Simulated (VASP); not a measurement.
# Pt (Fm-3m) in VASP: further runs

Runs on Pt. Level: LDA. Tasks: single point, relaxation of cell and atoms.

Everything below comes from runs of VASP 6.6.1. Logs are shortened: lines on timing, memory, paths and dates and some standing lists are left out, and cuts for length are marked.

## Step 1: The cell of the first run

It takes space group Fm-3m (No. 225, cubic). The conventional cell has a = 3.894 Å, b = 3.894 Å, c = 3.894 Å, α = 90.00°, β = 90.00°, γ = 90.00°. Pt (site symmetry m-3m) has 12 Pt at 2.75 Å within 3.6 Å.

## Step 2: Single point, LDA

Input file INCAR:

```
  ALGO = Normal
  EDIFF = 1E-6
  ENCUT = 520
  GGA = CA
  ISIF = 2
  ISMEAR = 0
  LASPH = T
  LCHARG = F
  LREAL = F
  LWAVE = F
  NBANDS = 11
  NELM = 80
  PREC = Accurate
  SIGMA = 0.1
```

Input file KPOINTS:

```
k-points
0
Gamma
  18 18 18
```

Input file POSCAR:

```
Pt
1.0
    0.0000000000      1.9467672887      1.9467672887
    1.9467672887      0.0000000000      1.9467672887
    1.9467672887      1.9467672887      0.0000000000
Pt
1
Direct
    0.0000000000      0.0000000000      0.0000000000
```

Potentials or basis: VASP PAW LDA potentials, release 64 (Pt).

Command:

```
$ cat potpaw_LDA.64/Pt/POTCAR > POTCAR
$ mpirun -np 1 vasp_std > vasp.out
```

OUTCAR:

```text
EDIFF = 1E-6
   ENCUT = 520
   GGA = CA
   ISIF = 2
   ISMEAR = 0
   LASPH = T
   LREAL = F
   NELM = 80
   PREC = Accurate

 ion  position               nearest neighbor table
   1  0.000  0.000  0.000-

  LATTYP: Found a face centered cubic cell.
 ALAT       =     3.8935345774

  Lattice vectors:

 A1 = (   0.0000000000,   1.9467672887,   1.9467672887)
 A2 = (   1.9467672887,   0.0000000000,   1.9467672887)
 A3 = (   1.9467672887,   1.9467672887,   0.0000000000)

Analysis of symmetry for initial positions (statically):
=====================================================================
 Subroutine PRICEL returns:
 Original cell was already a primitive cell.

 Routine SETGRP: Setting up the symmetry group for a
 face centered cubic supercell.

 Subroutine GETGRP returns: Found 48 space group operations
 (whereof 48 operations were pure point group operations)
 out of a pool of 48 trial point group operations.

The static configuration has the point symmetry O_h .

Analysis of symmetry for dynamics (positions and initial velocities):
=====================================================================
 Subroutine PRICEL returns:
 Original cell was already a primitive cell.

 Routine SETGRP: Setting up the symmetry group for a
 face centered cubic supercell.

 Subroutine GETGRP returns: Found 48 space group operations
 (whereof 48 operations were pure point group operations)
 out of a pool of 48 trial point group operations.

The dynamic configuration has the point symmetry O_h .

 Subroutine INISYM returns: Found 48 space group operations
 (whereof 48 operations are pure point group operations),
 and found     1 'primitive' translations

----------------------------------------------------------------------------------------

                                     Primitive cell

  volume of cell :      14.7561

  direct lattice vectors                    reciprocal lattice vectors
     0.000000000  1.946767289  1.946767289    -0.256836039  0.256836039  0.256836039
     1.946767289  0.000000000  1.946767289     0.256836039 -0.256836039  0.256836039
     1.946767289  1.946767289  0.000000000     0.256836039  0.256836039 -0.256836039

  length of vectors
     2.753144702  2.753144702  2.753144702     0.444853069  0.444853069  0.444853069

  position of ions in fractional coordinates (direct lattice)
     0.000000000  0.000000000  0.000000000

  ion indices of the primitive-cell ions
   primitive index   ion index
                 1           1

----------------------------------------------------------------------------------------

 KPOINTS: k-points

Automatic generation of k-mesh.
 Grid dimensions read from file:
 generate k-points for:   18   18   18

 Generating k-lattice:

  Cartesian coordinates                     Fractional coordinates (reciprocal lattice)
    -0.014268669  0.014268669  0.014268669     0.055555556  0.000000000  0.000000000
     0.014268669 -0.014268669  0.014268669     0.000000000  0.055555556  0.000000000
     0.014268669  0.014268669 -0.014268669     0.000000000  0.000000000  0.055555556

  Length of vectors
     0.024714059  0.024714059  0.024714059

  Shift w.r.t. Gamma in fractional coordinates (k-lattice)
     0.000000000  0.000000000  0.000000000

 Subroutine IBZKPT returns following result:
 ===========================================

 Found    195 irreducible k-points:

 Following reciprocal coordinates:
            Coordinates               Weight
  0.000000  0.000000  0.000000      1.000000
  0.055556  0.000000  0.000000      8.000000
  0.111111  0.000000  0.000000      8.000000
  0.166667  0.000000  0.000000      8.000000
  0.222222  0.000000  0.000000      8.000000
  0.277778  0.000000  0.000000      8.000000
[... 16 lines left out ...]
 -0.277778  0.055556  0.000000     24.000000
 -0.222222  0.055556  0.000000     24.000000
 [... further k-points ...]
   k-points           NKPTS =    195   k-points in BZ     NKDIM =    195   number of bands    NBANDS=     11
   number of dos      NEDOS =    301   number of ions     NIONS =      1
   total plane-waves  NPLWV =   8000
   dimension x,y,z NGX =    20 NGY =   20 NGZ =   20
   dimension x,y,z NGXF=    40 NGYF=   40 NGZF=   40
   ions per type =               1
   NGX,Y,Z   is equivalent  to a cutoff of  12.08, 12.08, 12.08 a.u.
   NGXF,Y,Z  is equivalent  to a cutoff of  24.15, 24.15, 24.15 a.u.
 SYSTEM =  unknown system
   PREC   = accura    normal or accurate (medium, high low for compatibility)
   ISTART =      0    job   : 0-new  1-cont  2-samecut
   ICHARG =      2    charge: 1-file 2-atom 10-const
   ISPIN  =      1    spin polarized calculation?
   LNONCOLLINEAR =      F non collinear calculations
   LSORBIT =      F    spin-orbit coupling
   LASPH  =      T    aspherical Exc in radial PAW
   ENCUT  =  520.0 eV  38.22 Ry    6.18 a.u.   5.12  5.12  5.12*2*pi/ulx,y,z
   NELM   =     80;   NELMIN=  2; NELMDL= -5     # of ELM steps
   EDIFF  = 0.1E-05   stopping-criterion for ELM
   LREAL  =      F    real-space projection
   EDIFFG = 0.1E-04   stopping-criterion for IOM
   NSW    =      0    number of steps for IOM
   IBRION =     -1    ionic relax: 0-MD 1-quasi-New 2-CG
   NFREE  =      0    steps in history (QN), initial steepest desc. (CG)
   ISIF   =      2    stress and relaxation
   ISYM   =      2    0-nonsym 1-usesym 2-fastsym
   POTIM  = 0.5000    time-step for ionic-motion
   TEBEG  =    0.0;   TEEND  =   0.0 temperature during run
   PSTRESS=    0.0 pullay stress
   NELECT =      10.0000    total number of electrons
   NUPDOWN=      -1.0000    fix difference up-down
   EMIN   =  10.00;   EMAX   =-10.00  energy-range for DOS
   EFERMI =   0.00;   METHOD = LEGACY
   ISMEAR =     0;   SIGMA  =   0.10  broadening in eV -4-tet -1-fermi 0-gaus
   EFERMI_NEDOS =   21; number of points for ismear=-14 and -15
   IALGO  =     38    algorithm
   IMIX   =      4    mixing-type and parameters
     AMIX     =   0.40;   BMIX     =  1.00
     AMIX_MAG =   1.60;   BMIX_MAG =  1.00
  volume/ion in A,a.u.               =      14.76        99.58
  Fermi-wavevector in a.u.,A,eV,Ry     =   1.437973  2.717375 28.133677  2.067767
  Thomas-Fermi vector in A             =   2.556992
   LORBIT       =      0    0 simple, 1 ext, 2 COOP (PROOUT), +10 PAW based schemes
   GGA     = CA    functional components
   LHFCALC =     F    Hartree Fock is set to
   AEXX    =    0.0000 exact exchange contribution
   IVDW    =     0    specifies the selected vdW correction
   LEPSILON=     F    determine dielectric tensor
   LRPA    =     F    only Hartree local field effects (RPA)
 non-spin polarized calculation
 Gauss-broadening in eV      SIGMA  =   0.10
  energy-cutoff  :      520.00
  volume of cell :       14.76
 maximum number of plane-waves:       411
   NGX = 11   NGY = 11   NGZ = 11

 number of electron      10.0000000 magnetization

 Free energy of the ion-electron system (eV)
  ---------------------------------------------------
  ext. energy  EPLUGINS =         0.00000000
  ---------------------------------------------------
  free energy    TOTEN  =        -7.50700849 eV

  energy without entropy =       -7.49670231  energy(sigma->0) =       -7.50185540

 E-fermi :  11.5719     XC(G=0): -13.8144

 val. band max:       11.5672387827   @ k =  -0.3333   0.3889   0.1111
 cond. band min:      11.5830921427   @ k =   0.3889   0.2222   0.0000
 fundamental gap:      0.0158533601
 Fermi energy:        11.5719057782

 k-point     1 :       0.0000    0.0000    0.0000
  band No.  band energies     occupation
      1       1.0764      2.00000
      2       7.6117      2.00000
      3       7.6117      2.00000
      4       7.6117      2.00000
      5       9.8832      2.00000
      6       9.8832      2.00000
      7      26.1258      0.00000
      8      31.1709      0.00000
      9      31.1709      0.00000
     10      31.1709      0.00000
     11      36.7046      0.00000

 k-point     2 :       0.0556    0.0000    0.0000
  band No.  band energies     occupation
      1       1.2038      2.00000
      2       7.5532      2.00000
      3       7.6634      2.00000
      4       7.6634      2.00000
      5       9.8532      2.00000
      6       9.8532      2.00000
      7      26.3294      0.00000
      8      30.5127      0.00000
      9      31.3709      0.00000
     10      31.3709      0.00000
     11      37.4490      0.00000

 k-point     3 :       0.1111    0.0000    0.0000
  band No.  band energies     occupation
      1       1.5742      2.00000
      2       7.4034      2.00000
      3       7.7990      2.00000
      4       7.7990      2.00000
      5       9.7887      2.00000
      6       9.7887      2.00000
      7      26.8864      0.00000
      8      29.1253      0.00000
      9      31.9533      0.00000
     10      31.9533      0.00000
     11      38.3557      0.00000

 k-point     4 :       0.1667    0.0000    0.0000
  band No.  band energies     occupation
      1       2.1458      2.00000
      2       7.2368      2.00000
      3       7.9526      2.00000
      4       7.9526      2.00000
      5       9.7690      2.00000
      6       9.7690      2.00000
      7      27.5432      0.00000
      8      27.6033      0.00000
      9      32.8625      0.00000
     10      32.8625      0.00000
     11      36.7753      0.00000

 k-point     5 :       0.2222    0.0000    0.0000
  band No.  band energies     occupation
      1       2.8259      2.00000
      2       7.1817      2.00000
      3       8.0213      2.00000
      4       8.0213      2.00000
      5       9.9080      2.00000
      6       9.9080      2.00000
      7      25.8677      0.00000
      8      28.0435      0.00000
      9      33.9616      0.00000
     10      33.9616      0.00000
     11      35.3963      0.00000

 k-point     6 :       0.2778    0.0000    0.0000
  band No.  band energies     occupation
      1       3.4436      2.00000
      2       7.4287      2.00000
      3       7.9595      2.00000
      4       7.9595      2.00000
      5      10.2485      2.00000
      6      10.2485      2.00000
      7      24.0411      0.00000
      8      27.7347      0.00000
      9      34.4133      0.00000
     10      34.4133      0.00000
     11      35.4645      0.00000

 k-point     7 :       0.3333    0.0000    0.0000
  band No.  band energies     occupation
      1       3.8199      2.00000
      2       7.8243      2.00000
      3       7.8243      2.00000
      4       8.1460      2.00000
      5      10.7073      2.00000
      6      10.7073      2.00000
      7      22.0427      0.00000
      8      26.9697      0.00000
      9      33.1150      0.00000
     10      33.1150      0.00000
     11      36.7913      0.00000

 k-point     8 :       0.3889    0.0000    0.0000
  band No.  band energies     occupation
      1       3.9556      2.00000
      2       7.6865      2.00000
      3       7.6865      2.00000
      4       9.2625      2.00000
      5      11.1612      2.00000
      6      11.1612      2.00000
      7      20.0196      0.00000
      8      26.2782      0.00000
      9      31.7955      0.00000
     10      31.7955      0.00000
     11      38.7399      0.00000
[... 141 lines left out ...]
 k-point    19 :       0.5000    0.0556    0.0000
  band No.  band energies     occupation
      1       4.0782      2.00000
      2       7.4702      2.00000
      3       7.6472      2.00000
      4      10.1725      2.00000
      5      11.6245      0.45693
      6      12.4107      0.00000
      7      17.6177      0.00000
      8      25.9053      0.00000
      9      30.4155      0.00000
     10      30.4560      0.00000
     11      40.0933      0.00000

 k-point    20 :      -0.4444    0.0556    0.0000
  band No.  band energies     occupation
      1       4.0806      2.00000
      2       7.4941      2.00000
      3       7.6466      2.00000
      4      10.0865      2.00000
      5      11.4608      1.88373
      6      12.3636      0.00000
      7      17.8931      0.00000
      8      25.9520      0.00000
      9      30.2136      0.00000
     10      30.8650      0.00000
     11      39.7285      0.00000

 k-point    21 :      -0.3889    0.0556    0.0000
  band No.  band energies     occupation
      1       4.0765      2.00000
      2       7.5862      2.00000
      3       7.7146      2.00000
      4       9.3037      2.00000
      5      11.0859      2.00000
      6      11.8882      0.00001
      7      19.4070      0.00000
      8      26.2767      0.00000
      9      30.5675      0.00000
     10      31.8489      0.00000
     11      38.3181      0.00000

 k-point    22 :      -0.3333    0.0556    0.0000
  band No.  band energies     occupation
      1       3.9969      2.00000
      2       7.7214      2.00000
      3       7.8395      2.00000
      4       8.2792      2.00000
      5      10.5861      2.00000
      6      11.3628      1.99689
      7      21.3995      0.00000
      8      26.8677      0.00000
      9      31.3592      0.00000
     10      33.3292      0.00000
     11      36.5351      0.00000

 k-point    23 :      -0.2778    0.0556    0.0000
  band No.  band energies     occupation
      1       3.7124      2.00000
      2       7.4478      2.00000
      3       7.9129      2.00000
      4       7.9891      2.00000
      5      10.0711      2.00000
      6      10.8380      2.00000
      7      23.4565      0.00000
      8      27.6282      0.00000
      9      32.3304      0.00000
     10      34.8726      0.00000
     11      35.2005      0.00000

 k-point    24 :      -0.2222    0.0556    0.0000
  band No.  band energies     occupation
      1       3.1572      2.00000
      2       7.1056      2.00000
      3       8.0242      2.00000
      4       8.0934      2.00000
      5       9.6684      2.00000
      6      10.3807      2.00000
      7      25.3601      0.00000
      8      28.1636      0.00000
      9      32.8174      0.00000
     10      34.1777      0.00000
     11      35.4399      0.00000

 [... further k-points ...]
[... 5 lines left out ...]
  --------------------------------------------------------------------------------------
  -------------------------------------------------------------------------------------
  Total        0.0748747      0.0748747      0.0748747      0.0000000      0.0000000      0.0000000
  in kB        8.1296854      8.1296854      8.1296854      0.0000000      0.0000000      0.0000000
  external PRESSURE =       8.1296854 kB  Pullay stress =       0.0000000 kB

 VOLUME and BASIS-vectors are now :
 -----------------------------------------------------------------------------
  energy-cutoff  :      520.00
  volume of cell :       14.76
      direct lattice vectors                 reciprocal lattice vectors
     0.000000000  1.946767289  1.946767289    -0.256836039  0.256836039  0.256836039
     1.946767289  0.000000000  1.946767289     0.256836039 -0.256836039  0.256836039
     1.946767289  1.946767289  0.000000000     0.256836039  0.256836039 -0.256836039

 POSITION                                       TOTAL-FORCE (eV/Angst)
 -----------------------------------------------------------------------------------
      0.00000      0.00000      0.00000         0.000000      0.000000      0.000000
 -----------------------------------------------------------------------------------
    total drift:                                0.000000      0.000000      0.000000

  FREE ENERGIE OF THE ION-ELECTRON SYSTEM (eV)
  ---------------------------------------------------
  free  energy   TOTEN  =        -7.5070084886 eV

  energy  without entropy=       -7.4967023134  energy(sigma->0) =       -7.50185540
```

It took 26 s on 1 thread of Intel Xeon 8259CL, shared host; peak memory 0.14 GiB.

Results:

```
Free energy            : -7.5070 eV
Pressure               : 0.8 GPa
Band gap on the k mesh : zero (band 5 reaches 12.08 eV, above the bottom of band 6 at 9.77 eV)
```

Levels at points of the mesh, in eV from the Fermi level:
| k point | band 2 | band 3 | band 4 | band 5 | band 6 | band 7 | band 8 | band 9 |
| --- | --- | --- | --- | --- | --- | --- | --- | --- |
| (0.00, 0.00, 0.00) | -3.96 | -3.96 | -3.96 | -1.69 | -1.69 | 14.55 | 19.60 | 19.60 |
| (0.50, 0.00, 0.00) | -4.02 | -4.02 | -0.57 | 0.05 | 0.05 | 5.99 | 14.13 | 19.04 |
| (0.50, 0.50, 0.00) | -6.89 | 0.03 | 0.51 | 0.51 | 1.72 | 9.10 | 11.40 | 11.40 |

Caveat: spin-orbit coupling is left out, which moves the levels of the heavy elements.

## Step 3: Relaxation of cell and atoms, LDA

This run uses another cell than the first one, of 15.01 Å³/atom, 1.017 times its volume.

Input file INCAR:

```
SYSTEM = Pt
PREC = Accurate ; ENCUT = 600
EDIFF = 1E-6 ; ISMEAR = 0
SIGMA = 0.1 ; LREAL = .FALSE.
LASPH = .TRUE. ; NELM = 80
ALGO = Fast ; ISIF = 3
LWAVE = .FALSE. ; LCHARG = .FALSE.
GGA = CA ; IBRION = 2
NSW = 100 ; EDIFFG = -0.005
```

Input file KPOINTS:

```
regular mesh
0
G
  18 18 18
  0 0 0
```

Input file POSCAR:

```
Pt
1.0
    0.0000000000      1.9579000000      1.9579000000
    1.9579000000      0.0000000000      1.9579000000
    1.9579000000      1.9579000000      0.0000000000
Pt
1
Direct
    0.0000000000      0.0000000000      0.0000000000
```

Potentials or basis: VASP PAW LDA potentials, release 64 (Pt).

Command:

```
$ cat potpaw_LDA.64/Pt/POTCAR > POTCAR
$ mpirun -np 1 vasp_std > vasp.out
```

Run time: 1.9 min. Hardware: 1 thread of Intel Xeon 8259CL, shared host; peak memory 0.18 GiB.

The run converged. Its results:

| Property | Result |
| --- | --- |
| Free energy | -7.5073 eV |
| Relaxed volume | 14.80 Å³/atom |
| Relaxed cell | a = 2.756 Å, b = 2.756 Å, c = 2.756 Å, α = 60.00°, β = 60.00°, γ = 60.00° |
| Space group after relaxing (to 0.05 Å) | Fm-3m (No. 225) |
| Energy gained by relaxing | 2.8 meV/atom |
| Ionic steps | 6 |
| Pressure after relaxing | 0.0 GPa |
| Band gap on the k mesh | zero (band 5 reaches 12.02 eV, above the bottom of band 6 at 9.72 eV) |

Step by step:
```
step  energy change (eV)  largest force (eV/Å)  pressure (GPa)  volume (Å³)
   1              0.0000                0.0000           -4.14        15.01
   2              0.0241                0.0000           14.67        14.18
   3             -0.0028                0.0000           -0.16        14.80
   4             -0.0028                0.0000            0.06        14.80
   5             -0.0028                0.0000           -0.10        14.81
   6             -0.0028                0.0000            0.01        14.80
```

Final structure:
```
CELL_PARAMETERS angstrom
0.00000 1.94868 1.94868
1.94868 0.00000 1.94868
1.94868 1.94868 0.00000
ATOMIC_POSITIONS crystal
Pt 0.00000 0.00000 0.00000
```

Levels at points of the mesh, in eV from the Fermi level:
| k point | band 1 | band 2 | band 3 | band 4 | band 5 | band 6 | band 7 | band 8 | band 9 |
| --- | --- | --- | --- | --- | --- | --- | --- | --- | --- |
| (0.00, 0.00, 0.00) | -10.46 | -3.94 | -3.94 | -3.94 | -1.68 | -1.68 | 14.56 | 19.59 | 19.59 |
| (0.50, 0.00, 0.00) | -7.56 | -4.00 | -4.00 | -0.56 | 0.04 | 0.04 | 5.97 | 14.14 | 19.02 |
| (0.50, 0.50, 0.00) | -7.31 | -6.86 | 0.03 | 0.51 | 0.51 | 1.73 | 9.07 | 11.39 | 11.39 |

Caveat: spin-orbit coupling is left out, which moves the levels of the heavy elements.
